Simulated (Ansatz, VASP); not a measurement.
Two plane-wave programs on AlAs4

```
Al As
1.0
    -3.61327    3.61327    4.06450
     3.61327   -3.61327    4.06450
     3.61327    3.61327   -4.06450
Al As
2 8
Cartesian
  0.0000 3.6133 0.0000
  3.6133 0.0000 0.0000
  1.1082 1.1082 0.0000
  2.5051 2.5051 4.0645
  2.5051 -2.5051 4.0645
  -2.5051 2.5051 4.0645
  1.8066 1.8066 2.0322
  1.8066 1.8066 -2.0322
  -1.8066 1.8066 2.0322
  1.8066 -1.8066 2.0322
```

Alike in both runs: task relaxation of cell and atoms; functional PBE; k mesh 3 × 3 × 3; occupations gaussian, width 0.2 eV; no spin polarisation.

|  | VASP | Ansatz |
| --- | --- | --- |
| version | VASP 6.6.1 | Ansatz 0.2.0 |
| potentials or method | VASP PAW PBE potentials, release 64 (Al, As), cutoff 600 eV | scalar-relativistic, plane waves, PAW |
| valence electrons in the cell | 46 | 126 |

Ansatz gave:

* gap on the k mesh at the Fermi level, each at its own relaxed structure (eV): none
* relaxed volume (Å³/atom): 24.33
* relaxed cell length with the largest relative difference (Å): 7.190

Task: Which values does VASP return?

Result: gap on the k mesh at the Fermi level, each at its own relaxed structure (eV): none; relaxed volume (Å³/atom): 24.52; relaxed cell length with the largest relative difference (Å): 7.165.

A gap of «none» marks a metal or a gap that the smearing closes. VASP's potentials hold 46 valence electrons a cell and Ansatz's 126, so a difference there can come from the potentials and not from the codes.

The k mesh is coarse, so the values compare programs but aren't converged. Noted on VASP's run: the volume moved by over 15 % at a fixed basis, so the end points are rough.
